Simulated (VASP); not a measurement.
Set up this calculation in VASP 6.6.1, as the native input.

```yaml
Task: single point
Functional: PBE
Potentials_or_basis: VASP PAW PBE potentials, release 64 (Au)
Cutoff: 520 eV
k_mesh: 16 × 16 × 9
Occupations: fermi-dirac, width 0.1 eV
Spin: no spin polarisation
Dipole_correction: no
Further_INCAR_settings: ALGO = Normal; EDIFF = 1e-06; NBANDS = 18
```

The structure of Au lies in POSCAR:

```
Au
1.0
    2.7246354338      0.0000000000      0.0000000000
   -1.3623177169      2.3596035017      0.0000000000
    0.0000000000      0.0000000000      4.5200032914
Au
2
Direct
    0.3333333333      0.6666666667      0.2500000000
    0.6666666667      0.3333333333      0.7500000000
```

This isn't the form of Au at room conditions, which is fcc.

One way to write it, as run:

INCAR

```
PREC = Accurate
ENCUT = 520
EDIFF = 1E-6
ISMEAR = -1
SIGMA = 0.1
LREAL = False
LASPH = True
NELM = 60
ALGO = Normal
ISIF = 2
LWAVE = False
LCHARG = False
GGA = PE
NBANDS = 18
```

KPOINTS

```
Automatic mesh
0
Gamma
  16 16 9
```

Potentials or basis: VASP PAW PBE potentials, release 64 (Au).

Command:

```console
$ cat potpaw_PBE.64/Au/POTCAR > POTCAR
$ mpirun -np 1 vasp_std > vasp.out
```

It gave:

```yaml
Pressure: 54.6 GPa
Band_gap_on_the_k_mesh: zero (bands 11 and 12 overlap by 6.74 eV)
```

Caveat: the cell stands under pressure; spin-orbit coupling is left out, which moves the levels of the heavy elements.

Wall time 29 s on 1 thread of AMD EPYC 9R45 96-Core Processor (Zen 5), with other jobs on the host, peak memory 0.16 GiB.
